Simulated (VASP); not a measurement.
# GaN in VASP: a series of runs

GaN is run at these levels: LDA; tasks: single point.

Program: VASP 6.6.1. These are calculated values, not measurements. Logs are shortened: lines on timing, memory, paths and dates and some standing lists are left out, and cuts for length are marked.

### 1 The cell of the first run

The structure is cubic, space group Fm-3m (No. 225). The conventional cell has a = 4.399 Å, b = 4.399 Å, c = 4.399 Å, α = 90.00°, β = 90.00°, γ = 90.00°. Ga (site symmetry m-3m) has 6 N at 2.20 Å within 2.9 Å. N (site symmetry m-3m) has 6 Ga at 2.20 Å within 2.9 Å.

### 2 Single point, LDA (strain +0.030 along x and y, +0.030 along z)

The input, INCAR:

```
PREC = Accurate
ENCUT = 520
EDIFF = 1E-6
ISMEAR = 0
SIGMA = 0.03
LREAL = False
LASPH = True
NELM = 100
ALGO = Normal
ISIF = 2
LWAVE = False
LCHARG = False
NBANDS = 16
```

The input, KPOINTS:

```
regular mesh
0
Gamma
  14 14 14
```

The input, POSCAR:

```
GaN
1.0
    0.0000000000      2.1992920500      2.1992920500
    2.1992920500      0.0000000000      2.1992920500
    2.1992920500      2.1992920500      0.0000000000
Ga N
1 1
Direct
    0.0000000000      0.0000000000      0.0000000000
    0.5000000000      0.5000000000      0.5000000000
```

Potentials or basis: VASP PAW LDA potentials, release 64 (Ga_d, N).

Run with:

```
$ cat potpaw_LDA.64/Ga_d/POTCAR potpaw_LDA.64/N/POTCAR > POTCAR
$ mpirun -np 1 vasp_std > vasp.out
```

OUTCAR:

```text
PREC = Accurate
   ENCUT = 520
   EDIFF = 1E-6
   ISMEAR = 0
   LREAL = False
   LASPH = True
   NELM = 100
   ISIF = 2

 ion  position               nearest neighbor table
   1  0.000  0.000  0.000-   2 2.20   2 2.20   2 2.20   2 2.20   2 2.20   2 2.20
   2  0.500  0.500  0.500-   1 2.20   1 2.20   1 2.20   1 2.20   1 2.20   1 2.20

  LATTYP: Found a face centered cubic cell.
 ALAT       =     4.3985841000

  Lattice vectors:

 A1 = (   0.0000000000,   2.1992920500,   2.1992920500)
 A2 = (   2.1992920500,   0.0000000000,   2.1992920500)
 A3 = (   2.1992920500,   2.1992920500,   0.0000000000)

Analysis of symmetry for initial positions (statically):
=====================================================================
 Subroutine PRICEL returns:
 Original cell was already a primitive cell.

 Routine SETGRP: Setting up the symmetry group for a
 face centered cubic supercell.

 Subroutine GETGRP returns: Found 48 space group operations
 (whereof 48 operations were pure point group operations)
 out of a pool of 48 trial point group operations.

The static configuration has the point symmetry O_h .

Analysis of symmetry for dynamics (positions and initial velocities):
=====================================================================
 Subroutine PRICEL returns:
 Original cell was already a primitive cell.

 Routine SETGRP: Setting up the symmetry group for a
 face centered cubic supercell.

 Subroutine GETGRP returns: Found 48 space group operations
 (whereof 48 operations were pure point group operations)
 out of a pool of 48 trial point group operations.

The dynamic configuration has the point symmetry O_h .

 Subroutine INISYM returns: Found 48 space group operations
 (whereof 48 operations are pure point group operations),
 and found     1 'primitive' translations

----------------------------------------------------------------------------------------

                                     Primitive cell

  volume of cell :      21.2754

  direct lattice vectors                    reciprocal lattice vectors
     0.000000000  2.199292050  2.199292050    -0.227345886  0.227345886  0.227345886
     2.199292050  0.000000000  2.199292050     0.227345886 -0.227345886  0.227345886
     2.199292050  2.199292050  0.000000000     0.227345886  0.227345886 -0.227345886

  length of vectors
     3.110268645  3.110268645  3.110268645     0.393774626  0.393774626  0.393774626

[... 79 lines left out ...]
   NELM   =    100;   NELMIN=  2; NELMDL= -5     # of ELM steps
   EDIFF  = 0.1E-05   stopping-criterion for ELM
   LREAL  =      F    real-space projection
   EDIFFG = 0.1E-04   stopping-criterion for IOM
   NSW    =      0    number of steps for IOM
   IBRION =     -1    ionic relax: 0-MD 1-quasi-New 2-CG
   NFREE  =      0    steps in history (QN), initial steepest desc. (CG)
   ISIF   =      2    stress and relaxation
   ISYM   =      2    0-nonsym 1-usesym 2-fastsym
   POTIM  = 0.5000    time-step for ionic-motion
   TEBEG  =    0.0;   TEEND  =   0.0 temperature during run
   PSTRESS=    0.0 pullay stress
   NELECT =      18.0000    total number of electrons
   NUPDOWN=      -1.0000    fix difference up-down
   EMIN   =  10.00;   EMAX   =-10.00  energy-range for DOS
   EFERMI =   0.00;   METHOD = LEGACY
   ISMEAR =     0;   SIGMA  =   0.03  broadening in eV -4-tet -1-fermi 0-gaus
   EFERMI_NEDOS =   21; number of points for ismear=-14 and -15
   IALGO  =     38    algorithm
   IMIX   =      4    mixing-type and parameters
     AMIX     =   0.40;   BMIX     =  1.00
     AMIX_MAG =   1.60;   BMIX_MAG =  1.00
  volume/ion in A,a.u.               =      10.64        71.79
  Fermi-wavevector in a.u.,A,eV,Ry     =   1.548363  2.925982 32.618985  2.397428
  Thomas-Fermi vector in A             =   2.653324
   LORBIT       =      0    0 simple, 1 ext, 2 COOP (PROOUT), +10 PAW based schemes
   GGA     = CA    functional components
   LHFCALC =     F    Hartree Fock is set to
   AEXX    =    0.0000 exact exchange contribution
   IVDW    =     0    specifies the selected vdW correction
   LEPSILON=     F    determine dielectric tensor
   LRPA    =     F    only Hartree local field effects (RPA)
 non-spin polarized calculation
 Gauss-broadening in eV      SIGMA  =   0.03
  energy-cutoff  :      520.00
  volume of cell :       21.28
 maximum number of plane-waves:       588
   NGX = 11   NGY = 11   NGZ = 11

 number of electron      18.0000002 magnetization

 Free energy of the ion-electron system (eV)
  ---------------------------------------------------
  ext. energy  EPLUGINS =         0.00000000
  ---------------------------------------------------
  free energy    TOTEN  =       -12.81655226 eV

  energy without entropy =      -12.81647409  energy(sigma->0) =      -12.81651317

 E-fermi :   6.2681     XC(G=0): -12.8081

 val. band max:        6.2435151891   @ k =  -0.2143   0.1429   0.0000
 cond. band min:       6.3332020658   @ k =   0.4286   0.4286   0.0000
 fundamental gap:      0.0896868767
 Fermi energy:         6.2680942185

 k-point     1 :       0.0000    0.0000    0.0000
  band No.  band energies     occupation
      1      -9.8228      2.00000
      2      -7.8994      2.00000
      3      -7.8994      2.00000
      4      -7.8994      2.00000
      5      -7.8286      2.00000
      6      -7.8286      2.00000
[... 433 lines left out ...]
      3      -7.8732      2.00000
      4      -7.8688      2.00000
      5      -7.7763      2.00000
      6      -7.6644      2.00000
[... 8 lines left out ...]
     15      24.5453      0.00000
     16      25.5739      0.00000

 [... further k-points ...]

------------------------ aborting loop because EDIFF is reached ----------------------------------------

  FORCE on cell =-STRESS in cart. coord.  units (eV):
  Direction    XX          YY          ZZ          XY          YZ          ZX
  --------------------------------------------------------------------------------------
  -------------------------------------------------------------------------------------
  Total       -3.4244720     -3.4244720     -3.4244720      0.0000000      0.0000000     -0.0000000
  in kB     -257.8846481   -257.8846481   -257.8846481      0.0000000      0.0000000     -0.0000000
  external PRESSURE =    -257.8846481 kB  Pullay stress =       0.0000000 kB

 VOLUME and BASIS-vectors are now :
 -----------------------------------------------------------------------------
  energy-cutoff  :      520.00
  volume of cell :       21.28
      direct lattice vectors                 reciprocal lattice vectors
     0.000000000  2.199292050  2.199292050    -0.227345886  0.227345886  0.227345886
     2.199292050  0.000000000  2.199292050     0.227345886 -0.227345886  0.227345886
     2.199292050  2.199292050  0.000000000     0.227345886  0.227345886 -0.227345886

 POSITION                                       TOTAL-FORCE (eV/Angst)
 -----------------------------------------------------------------------------------
      0.00000      0.00000      0.00000         0.000000      0.000000     -0.000000
      2.19929      2.19929      2.19929        -0.000000     -0.000000      0.000000
 -----------------------------------------------------------------------------------
    total drift:                                0.000000     -0.000000     -0.000000

  FREE ENERGIE OF THE ION-ELECTRON SYSTEM (eV)
  ---------------------------------------------------
  free  energy   TOTEN  =       -12.8165522561 eV

  energy  without entropy=      -12.8164740933  energy(sigma->0) =      -12.81651317
```

OSZICAR:

```text
N       E                     dE             d eps       ncg     rms          rms(c)
DAV:   1     0.751920287164E+02    0.75192E+02   -0.93453E+03  3744   0.205E+03
DAV:   2    -0.970089323743E+01   -0.84893E+02   -0.78788E+02  3928   0.320E+02
DAV:   3    -0.144416793070E+02   -0.47408E+01   -0.47253E+01  3760   0.630E+01
DAV:   4    -0.144832221319E+02   -0.41543E-01   -0.41539E-01  4192   0.624E+00
DAV:   5    -0.144837063092E+02   -0.48418E-03   -0.48417E-03  3864   0.625E-01    0.679E+00
DAV:   6    -0.128858533816E+02    0.15979E+01   -0.46864E+00  4656   0.369E+01    0.248E+00
DAV:   7    -0.128423811416E+02    0.43472E-01   -0.18178E-01  3992   0.555E+00    0.145E+00
DAV:   8    -0.128189128014E+02    0.23468E-01   -0.69363E-02  3568   0.239E+00    0.634E-01
DAV:   9    -0.128165391885E+02    0.23736E-02   -0.55449E-03  3640   0.831E-01    0.198E-01
DAV:  10    -0.128165577565E+02   -0.18568E-04   -0.25291E-04  4032   0.133E-01    0.132E-01
DAV:  11    -0.128165526246E+02    0.51319E-05   -0.59276E-06  4696   0.439E-02    0.280E-02
DAV:  12    -0.128165522561E+02    0.36853E-06   -0.58864E-07  2488   0.677E-03
   1 F= -.12816552E+02 E0= -.12816513E+02  d E =-.781628E-04
```

Wall time 32 s (1 thread of Intel Xeon 8259CL, shared host); peak memory 0.15 GiB.

Results:

* Free energy: -12.8166 eV
* Pressure: -25.8 GPa
* Band gap on the k mesh: zero (bands 9 and 10 overlap by 0.29 eV)

Levels at points of the mesh, in eV from the Fermi level:
| k point | band 5 | band 6 | band 7 | band 8 | band 9 | band 10 | band 11 | band 12 | band 13 | band 14 |
| --- | --- | --- | --- | --- | --- | --- | --- | --- | --- | --- |
| (0.00, 0.00, 0.00) | -14.10 | -14.10 | -0.44 | -0.44 | -0.44 | 0.98 | 13.88 | 13.88 | 13.88 | 13.96 |
| (0.50, 0.00, 0.00) | -14.00 | -13.34 | -7.75 | -0.20 | -0.20 | 4.14 | 7.73 | 8.20 | 8.20 | 15.11 |
| (0.50, 0.50, 0.00) | -13.96 | -11.09 | -6.32 | -2.69 | -2.69 | -0.31 | 7.62 | 10.59 | 12.77 | 12.77 |

Caveat: the cell differs from its parent crystal (strain +0.030 along x and y, +0.030 along z); the cell stands under tension; semilocal functionals underestimate gaps, so a narrow gap can read as zero.

### 3 Single point, LDA (strain -0.030 along x and y, -0.015 along z)

The input, INCAR:

```
SYSTEM = GaN
PREC = Accurate ; ENCUT = 520
EDIFF = 1E-7 ; ISMEAR = 0
SIGMA = 0.03 ; LREAL = .FALSE.
LASPH = .TRUE. ; NELM = 100
ALGO = Normal ; ISIF = 2
LWAVE = .FALSE. ; LCHARG = .FALSE.
NBANDS = 16
```

The input, KPOINTS:

```
Automatic mesh
0
G
  14 14 14
  0 0 0
```

The input, POSCAR:

```
GaN
1.0
    0.0000000000      2.0711779500      2.1032064750
    2.0711779500      0.0000000000      2.1032064750
    2.0711779500      2.0711779500      0.0000000000
Ga N
1 1
Direct
    0.0000000000      0.0000000000      0.0000000000
    0.5000000000      0.5000000000      0.5000000000
```

Potentials or basis: VASP PAW LDA potentials, release 64 (Ga_d, N).

Run with:

```
$ cat potpaw_LDA.64/Ga_d/POTCAR potpaw_LDA.64/N/POTCAR > POTCAR
$ mpirun -np 1 vasp_std > vasp.out
```

Wall time 81 s (1 thread of Intel Xeon 8259CL, shared host); peak memory 0.19 GiB.

It converged, with:

```yaml
Free_energy: -13.0760 eV
Pressure: 4.9 GPa
Band_gap_on_the_k_mesh: 0.62 eV (least direct gap 3.33 eV)
```

Stress tensor (GPa, compression positive):
```
6.04 0.00 0.00
0.00 6.04 0.00
0.00 0.00 2.50
```

Levels at points of the mesh, in eV from the valence-band top:
```
           k point  band 7  band 8  band 9  band 10  band 11  band 12
(0.00, 0.00, 0.00)   -0.65   -0.65   -0.51     2.82    14.82    14.94
(0.50, 0.00, 0.00)   -8.60   -0.23   -0.15     4.83     8.98     9.29
(0.50, 0.50, 0.00)   -7.59   -3.21   -3.21     0.80     7.91    12.07
(0.50, 0.00, 0.50)   -7.55   -3.42   -3.20     0.62     7.73    12.26
```

Caveat: the cell differs from its parent crystal (strain -0.030 along x and y, -0.015 along z); the cell stands under pressure. A k mesh can miss the band edges.

### 4 Single point, LDA (strain -0.030 along x and y, +0.000 along z)

The input, INCAR:

```
ALGO = Normal ; EDIFF = 1E-6
ENCUT = 520 ; GGA = CA
ISIF = 2 ; ISMEAR = 0
LASPH = T ; LCHARG = T
LELF = T ; LREAL = F
LVHAR = T ; LWAVE = F
NBANDS = 16 ; NELM = 60
PREC = Accurate ; SIGMA = 0.03
```

The input, KPOINTS:

```
k-points
0
Gamma
  14 14 14
```

The input, POSCAR:

```
GaN
1.0
    0.0000000000      2.0711779500      2.1352350000
    2.0711779500      0.0000000000      2.1352350000
    2.0711779500      2.0711779500      0.0000000000
Ga N
1 1
Direct
    0.0000000000      0.0000000000      0.0000000000
    0.5000000000      0.5000000000      0.5000000000
```

Run with:

```
$ cat potpaw_LDA.64/Ga_d/POTCAR potpaw_LDA.64/N/POTCAR > POTCAR
$ mpirun -np 1 vasp_std > vasp.out
```

Run time: 79 s. Hardware: 1 thread of Intel Xeon 8259CL, shared host; peak memory 0.19 GiB.

Results (log left out):

```yaml
Free_energy: -13.0756 eV
Pressure: 1.1 GPa
Band_gap_on_the_k_mesh: 0.46 eV (least direct gap 3.05 eV)
```

Stress tensor (GPa, compression positive):
```
 3.22  0.00  0.00
 0.00  3.22  0.00
 0.00  0.00 -3.07
```

Levels at points of the mesh, in eV from the valence-band top:
| k point | band 7 | band 8 | band 9 | band 10 | band 11 | band 12 |
| --- | --- | --- | --- | --- | --- | --- |
| (0.00, 0.00, 0.00) | -0.70 | -0.70 | -0.43 | 2.62 | 14.63 | 14.88 |
| (0.50, 0.00, 0.00) | -8.55 | -0.30 | -0.13 | 4.72 | 8.76 | 9.34 |
| (0.50, 0.50, 0.00) | -7.51 | -3.11 | -3.11 | 0.81 | 8.00 | 11.77 |
| (0.50, 0.00, 0.50) | -7.44 | -3.52 | -3.08 | 0.46 | 7.64 | 12.15 |

Caveat: the cell differs from its parent crystal (strain -0.030 along x and y, +0.000 along z).

### 5 Single point, LDA (strain -0.015 along x and y, -0.030 along z)

The input, INCAR:

```
SYSTEM = GaN
PREC     = Accurate       ! precision mode
ENCUT    = 520            ! plane-wave cutoff, eV
EDIFF    = 1E-6           ! SCF threshold, eV
ISMEAR   = 0              ! smearing method
SIGMA    = 0.03           ! smearing width, eV
LREAL    = .False.        ! projectors in reciprocal space
LASPH    = .True.         ! aspherical terms in the spheres
NELM     = 100            ! most SCF steps
ALGO     = Normal         ! electronic algorithm
ISIF     = 2              ! what is computed and relaxed
LWAVE    = .False.        ! write WAVECAR
LCHARG   = .True.         ! write CHGCAR
GGA      = CA             ! functional
LELF     = .True.         ! ELF
LVHAR    = .True.       
NBANDS   = 16             ! bands
```

The input, KPOINTS:

```
Automatic mesh
0
Gamma
  14 14 14
  0 0 0
```

The input, POSCAR:

```
GaN
1.0
    0.0000000000      2.1032064750      2.0711779500
    2.1032064750      0.0000000000      2.0711779500
    2.1032064750      2.1032064750      0.0000000000
Ga N
1 1
Direct
    0.0000000000      0.0000000000      0.0000000000
    0.5000000000      0.5000000000      0.5000000000
```

Run with:

```
$ cat potpaw_LDA.64/Ga_d/POTCAR potpaw_LDA.64/N/POTCAR > POTCAR
$ mpirun -np 1 vasp_std > vasp.out
```

Wall time 76 s (1 thread of Intel Xeon 8259CL, shared host); peak memory 0.19 GiB.

It converged, with:

```
Free energy            : -13.0811 eV
Pressure               : 0.8 GPa
Band gap on the k mesh : 0.48 eV (least direct gap 3.17 eV)
```

Stress tensor (GPa, compression positive):
```
-0.30  0.00  0.00
 0.00 -0.30  0.00
 0.00  0.00  2.97
```

Levels at points of the mesh, in eV from the valence-band top:
```tsv
k point	band 5	band 6	band 7	band 8	band 9	band 10	band 11	band 12	band 13	band 14
(0.00, 0.00, 0.00)	-14.01	-13.99	-0.67	-0.52	-0.52	2.65	14.78	14.78	14.90	15.72
(0.50, 0.00, 0.00)	-13.86	-13.85	-8.51	-0.22	-0.14	4.78	8.90	9.22	9.62	16.50
(0.50, 0.50, 0.00)	-13.79	-10.70	-7.40	-3.26	-3.26	0.48	7.66	12.19	14.54	14.54
(0.50, 0.00, 0.50)	-13.78	-10.86	-7.44	-3.28	-3.06	0.65	7.85	11.99	14.46	14.94
```

Caveat: the cell differs from its parent crystal (strain -0.015 along x and y, -0.030 along z). A k mesh can miss the band edges.

### 6 The runs side by side

| cell | gap on the mesh (eV) | pressure (GPa) |
| --- | --- | --- |
| a = 3.110 Å, angles 60.0°, 2 atoms | none | -25.8 |
| a = 2.952, b = 2.952, c = 2.929 Å, angles 60.3, 60.3, 59.5°, 2 atoms | 0.62 | 4.9 |
| a = 2.975, b = 2.975, c = 2.929 Å, angles 60.5, 60.5, 59.0°, 2 atoms | 0.46 | 1.1 |
| a = 2.952, b = 2.952, c = 2.974 Å, angles 59.7, 59.7, 60.5°, 2 atoms | 0.48 | 0.8 |

Alike in all rows: task single point; level LDA; potentials or basis VASP PAW LDA potentials, release 64 (Ga_d, N); no spin polarisation; k mesh 14 × 14 × 14; cutoff (eV) 520; smearing gaussian 0.03 eV.

Caveats: the cell stands under tension (at least some runs); semilocal functionals underestimate gaps, so a narrow gap can read as zero (at least some runs); the cell stands under pressure (at least some runs).

Total energies depend on the potentials used, so only differences within one code and one set of settings carry meaning.
